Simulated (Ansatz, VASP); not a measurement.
Two plane-wave programs on Si2Mo

File INCAR:

```
ALGO = Normal ; EDIFF = 1E-7
ENCUT = 520 ; GGA = PE
ISIF = 2 ; ISMEAR = -1
LASPH = True ; LCHARG = True
LELF = True ; LREAL = False
LVHAR = True ; LWAVE = False
NBANDS = 18 ; NELM = 100
PREC = Accurate ; SIGMA = 0.1
```

KPOINTS

```
k-points
0
Gamma
  13 13 13
```

File POSCAR:

```
Si2Mo
1.0
   -1.5673377739      1.5673377739      3.8502632003
    1.5673377739     -1.5673377739      3.8502632003
    1.5673377739      1.5673377739     -3.8502632003
Si Mo
2 1
Direct
    0.3330000000      0.3330000000      0.0000000000
    0.6670000000      0.6670000000      0.0000000000
    0.0000000000      0.0000000000      0.0000000000
```

Input for Ansatz:

```yaml
crystal:
  lattice:
    - [-1.5673377739448986, 1.5673377739448986, 3.8502632003065145]
    - [1.5673377739448986, -1.5673377739448986, 3.8502632003065145]
    - [1.5673377739448986, 1.5673377739448986, -3.8502632003065145]
  atoms:
    - { symbol: Si, position: [0.333, 0.333, 0.0] }
    - { symbol: Si, position: [0.667, 0.667, 0.0] }
    - { symbol: Mo, position: [0.0, 0.0, 0.0] }
basis:
  ecutwfc: 500.0
kpoints:
  mp_grid:
    grid: [13, 13, 13]
scf:
  occupations:
    method: fermi_dirac
    width: 0.1
output:
  stress: true
```

Alike in both runs: task single point; functional PBE; k mesh 13 × 13 × 13; occupations fermi-dirac, width 0.1 eV; no spin polarisation.

|  | VASP | Ansatz |
| --- | --- | --- |
| version | VASP 6.6.1 | Ansatz 0.2.0 |
| potentials or method | VASP PAW PBE potentials, release 64 (Si, Mo_sv), cutoff 520 eV | plane waves, PAW |
| valence electrons in the cell | 22 | 22 |

Ansatz gave:

- pressure (GPa): 17.7
- traceless stress, the component that is largest in VASP (GPa): 0.57

What did VASP give for the same quantities?

Pressure (GPa): 17.9; traceless stress, the component that is largest in VASP (GPa): 0.57.
